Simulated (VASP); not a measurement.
**Hf2ClO4: single point with PBE+D3(BJ)**

The system is Hf2ClO4, a slab with vacuum.

```
O Hf Cl
1.0
     3.58745    0.00000    0.00000
    -1.79372    3.10682    0.00000
     0.00000    0.00000   21.46123
O Hf Cl
4 2 1
Direct
  0.00000 0.00000 0.18638
  0.33333 0.66667 0.25463
  0.66667 0.33333 0.31822
  0.00000 0.00000 0.38960
  0.66667 0.33333 0.22050
  0.33333 0.66667 0.35277
  0.16667 0.33333 0.52006
```

* Program: VASP 6.6.1
* Task: single point
* Functional: PBE
* Dispersion: D3(BJ)
* Potentials or basis: VASP PAW PBE potentials, release 64 (O, Hf_pv, Cl)
* Cutoff: 520 eV
* k mesh: 9 × 9 × 1
* Occupations: gaussian, width 0.05 eV
* Spin: collinear spin
* Starting moments: [0.0, 0.0, 0.0, 0.0, 0.0, 0.0, 1.0] μB
* Dipole correction: yes
* Further INCAR settings: ALGO = Normal; EDIFF = 1e-06; NBANDS = 38; NELMDL = -8

```
Largest force                                         : 0.551 eV/Å
Band gap on the k mesh                                : zero (filled and empty bands overlap)
Net moment                                            : 1.00 μB per cell
Site moments                                          : O +0.00, +0.01, +0.07 (each value once); Hf -0.00; Cl +0.70 μB
Valence electrons inside the program's atomic spheres : O 5.03, 5.13, 5.12, 5.00; Hf 8.18, 8.13; Cl 4.91
Dispersion energy per atom                            : -0.156 eV
```

Forces in eV/Å, atoms in the order of the input:
```
O    0.000  0.001 -0.499
O    0.000  0.004  0.228
O    0.000 -0.010 -0.059
O    0.000 -0.085 -0.544
Hf   0.000  0.002  0.522
Hf   0.000 -0.018  0.465
Cl   0.000  0.107 -0.112
```

Levels at points of the mesh, in eV from the Fermi level:
Spin up:
| k point | band 23 | band 24 | band 25 | band 26 | band 27 | band 28 | band 29 | band 30 |
| --- | --- | --- | --- | --- | --- | --- | --- | --- |
| (0.00, 0.00, 0.00) | -0.99 | -0.86 | -0.47 | -0.43 | 3.84 | 3.84 | 4.28 | 4.29 |
Spin down:
| k point | band 23 | band 24 | band 25 | band 26 | band 27 | band 28 |
| --- | --- | --- | --- | --- | --- | --- |
| (0.00, 0.00, 0.00) | -0.97 | -0.40 | 0.57 | 0.62 | 3.84 | 3.84 |

Wall time 18 min on 1 thread of Oxide Virtual Turin-like Processor, on a shared host, peak memory 0.63 GiB.

Caveat: spin-orbit coupling is left out, which moves the levels of the heavy elements.
